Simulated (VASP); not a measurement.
Here is a VASP 6.6.1 calculation.

File INCAR:

```
  PREC = Accurate
  ENCUT = 500
  EDIFF = 1E-6
  ISMEAR = -1
  SIGMA = 0.1
  LREAL = F
  LASPH = T
  NELM = 120
  ALGO = Normal
  ISIF = 2
  LWAVE = F
  LCHARG = F
  GGA = PE
  NBANDS = 12
  GGA_COMPAT = F
```

File KPOINTS:

```
Automatic mesh
0
Gamma
  12 12 12
```

POSCAR

```
In
1.0
    0.0000000000      2.4424380000      2.4424380000
    2.4424380000      0.0000000000      2.4424380000
    2.4424380000      2.4424380000      0.0000000000
In
1
Direct
    0.0000000000      0.0000000000      0.0000000000
```

Potentials or basis: VASP PAW PBE potentials, release 64 (In_d).

Command:

```console
$ cat potpaw_PBE.64/In_d/POTCAR > POTCAR
$ mpirun -np 1 vasp_std > vasp.out
```

(1) Predict the pressure.

(2) What does it give for the band gap on the k mesh?

## Answers

(1) -1.8 GPa.

(2) zero (an odd number of electrons rules out a gap without spin polarisation).

Caveat: spin-orbit coupling is left out, which moves the levels of the heavy elements.
